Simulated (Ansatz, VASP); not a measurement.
**PtS2 in VASP and in Ansatz**

File INCAR:

```
SYSTEM = PtS2
PREC     = Accurate       ! precision mode
ENCUT    = 520            ! plane-wave cutoff, eV
EDIFF    = 1E-6           ! SCF threshold, eV
ISMEAR   = 0              ! smearing method
SIGMA    = 0.05           ! smearing width, eV
LREAL    = .FALSE.        ! projectors in reciprocal space
LASPH    = .TRUE.         ! aspherical terms in the spheres
NELM     = 60             ! most SCF steps
ALGO     = Normal         ! electronic algorithm
ISIF     = 2              ! what is computed and relaxed
LWAVE    = .FALSE.        ! write WAVECAR
LCHARG   = .FALSE.        ! write CHGCAR
GGA      = PE             ! functional
IBRION   = 2              ! ionic algorithm
NSW      = 50             ! ionic steps
EDIFFG   = -0.01          ! ionic threshold
```

The input KPOINTS:

```
Automatic mesh
0
G
  9 9 4
  0 0 0
```

POSCAR

```
PtS2
1.0
    3.3262000000      0.0000000000      0.0000000000
   -1.6631000000      2.8805736981      0.0000000000
    0.0000000000      0.0000000000      6.6591000000
Pt S
1 2
Direct
    0.0000000000      0.0000000000      0.0000000000
    0.3333333333      0.6666666667      0.1889525212
    0.6666666667      0.3333333333      0.8110474788
```

Input for Ansatz:

```yaml
crystal:
  lattice:
    - [3.3262, 0.0, 0.0]
    - [-1.6631, 2.8805736981, 0.0]
    - [0.0, 0.0, 6.6591]
  atoms:
    - { symbol: Pt, position: [0.0, 0.0, 0.0] }
    - { symbol: S, position: [0.3333333333, 0.6666666667, 0.1889525212] }
    - { symbol: S, position: [0.6666666667, 0.3333333333, 0.8110474788] }
basis:
  ecutwfc: 420
kpoints:
  mp_grid: { grid: [9, 9, 4] }
hamiltonian:
  xc: pbe
  pseudopotentials: { kind: paw }
scf:
  occupations: { method: gaussian, width: 0.05 }
output:
  forces: true
  stress: true
  eigenvalues: true
relax:
  adjacent_minimum: "off"
  f_tol: 0.01
  max_steps: 30
```

Alike in both runs: task relaxation of the atoms; functional PBE; k mesh 9 × 9 × 4; occupations gaussian, width 0.05 eV; no spin polarisation.

```csv
,VASP,Ansatz
version,VASP 6.6.1,Ansatz 0.2.0
potentials or method,"VASP PAW PBE potentials, release 64 (Pt, S), cutoff 520 eV","scalar-relativistic, plane waves, PAW"
valence electrons in the cell,22,30
```

Ansatz gave:

* gap on the k mesh at the Fermi level, each at its own relaxed structure (eV): 1.28

Q: Which values does VASP return?

A: gap on the k mesh at the Fermi level, each at its own relaxed structure (eV): 1.29.

VASP's potentials hold 22 valence electrons a cell and Ansatz's 30, so a difference there can come from the potentials and not from the codes. Ansatz's warnings: stress scf threshold loose.

Spin-orbit coupling is off throughout.
